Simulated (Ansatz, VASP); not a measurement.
## Al4Cu: VASP beside Ansatz

```xyz
5
Lattice="-3.1109 3.1109 1.9941 3.1109 -3.1109 1.9941 3.1109 3.1109 -1.9941" Properties=species:S:1:pos:R:3 pbc="T T T"
Al   -1.2548    2.4519    1.9941
Al    4.3657    0.6589    0.0000
Al    0.6589    1.8561    0.0000
Al    2.4519    1.2548    1.9941
Cu    0.0000    0.0000    1.9941
```

Alike in both runs: task single point; functional r2SCAN; k mesh 12 × 12 × 12; occupations gaussian, width 0.1 eV; no spin polarisation.

|  | VASP | Ansatz |
| --- | --- | --- |
| version | VASP 6.6.1 | Ansatz 0.2.0 |
| potentials or method | VASP PAW PBE potentials, release 64 (Al, Cu), cutoff 520 eV | scalar-relativistic, plane waves, PAW |
| valence electrons in the cell | 23 | 31 |

|  | VASP | Ansatz | Ansatz less VASP |
| --- | --- | --- | --- |
| gap on the k mesh at the Fermi level (eV) | none | none | - |
| pressure (GPa) | -3.1 | -3.0 | +0.15 |

VASP's potentials were made for PBE, not for r2SCAN. A gap of «none» marks a metal or a gap that the smearing closes. VASP's potentials hold 23 valence electrons a cell and Ansatz's 31, so a difference there can come from the potentials and not from the codes.
